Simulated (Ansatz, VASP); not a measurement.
**HfC: VASP beside Ansatz**

```
CELL_PARAMETERS angstrom
0.00000 2.39475 2.32500
2.39475 0.00000 2.32500
2.39475 2.39475 0.00000
ATOMIC_POSITIONS crystal
Hf 0.50000 0.50000 0.50000
C 0.00000 0.00000 0.00000
```

Change from the starting cell: equal xx and yy strain of +3 %.

Alike in both runs: task single point; functional PBEsol; k mesh 15 × 15 × 15; occupations fermi-dirac, width 0.05 eV; no spin polarisation.

|  | VASP | Ansatz |
| --- | --- | --- |
| version | VASP 6.6.1 | Ansatz 0.2.0 |
| potentials or method | VASP PAW PBE potentials, release 64 (Hf_pv, C), cutoff 520 eV | all-electron LAPW, scalar-relativistic |

```csv
,VASP,Ansatz,Ansatz less VASP
pressure (GPa),-18.4,-17.8,+0.66
"traceless stress, the component that is largest in VASP (GPa)",6.04,5.95,-0.087
```

VASP's potentials were made for PBE, not for PBEsol. Ansatz ran all-electron here, and VASP with PAW potentials.

Spin-orbit coupling is off throughout.
